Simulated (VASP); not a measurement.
Wanted: the native input for a VASP 6.6.1 run.

```yaml
Task: single point
Functional: r2SCAN
Potentials_or_basis: VASP PAW PBE potentials, release 64 (Sn_d, Te)
Cutoff: 520 eV
k_mesh: 4 × 4 × 4
Occupations: fermi-dirac, width 0.02 eV
Spin: no spin polarisation
Dipole_correction: no
Further_INCAR_settings: ALGO = Normal; EDIFF = 1e-06; NBANDS = 17
```

The system is SnTe.

```
Sn Te
1.0
     0.00000    3.58398    3.58398
     3.58398    0.00000    3.58398
     3.58398    3.58398    0.00000
Sn Te
1 1
Direct
  0.00000 0.00000 0.00000
  0.25000 0.25000 0.25000
```

The input as run:

POSCAR

```
SnTe
1.0
    0.0000000000      3.5839840137      3.5839840137
    3.5839840137      0.0000000000      3.5839840137
    3.5839840137      3.5839840137      0.0000000000
Sn Te
1 1
Direct
    0.0000000000      0.0000000000      0.0000000000
    0.2500000000      0.2500000000      0.2500000000
```

INCAR.step1

```
SYSTEM = SnTe
  PREC = Accurate
  ENCUT = 520
  ISMEAR = -1
  SIGMA = 0.02
  LREAL = .False.
  LASPH = .True.
  NELM = 80
  NBANDS = 17
  GGA = PE
  ALGO = Normal
  EDIFF = 1E-4
  LWAVE = .True.
  LCHARG = .False.
```

INCAR.step2

```
SYSTEM = SnTe
  PREC = Accurate
  ENCUT = 520
  EDIFF = 1E-6
  ISMEAR = -1
  SIGMA = 0.02
  LREAL = .False.
  LASPH = .True.
  NELM = 80
  ALGO = Normal
  ISIF = 2
  LWAVE = .False.
  LCHARG = .True.
  METAGGA = R2SCAN
  LMIXTAU = .True.
  LELF = .True.
  LVHAR = .True.
  NBANDS = 17
  ISTART = 1
```

KPOINTS

```
regular mesh
0
Gamma
  4 4 4
  0 0 0
```

Potentials or basis: VASP PAW PBE potentials, release 64 (Sn_d, Te).

The run is started by

```console
$ cat potpaw_PBE.64/Sn_d/POTCAR potpaw_PBE.64/Te/POTCAR > POTCAR
$ cp INCAR.step1 INCAR
$ mpirun -np 1 vasp_std > vasp.out
$ cp INCAR.step2 INCAR
$ mpirun -np 1 vasp_std > vasp.out
```

It gave:

The pressure is -0.2 GPa and the band gap on the k mesh is 0.09 eV (least direct gap 0.87 eV).

Caveat: the PAW data sets were made with another functional, which shifts forces and pressure a little; spin-orbit coupling is left out, which moves the levels of the heavy elements.

It used 89 s of CPU time on 1 thread of AMD EPYC 7R13 Processor (Zen 3), on a shared host.
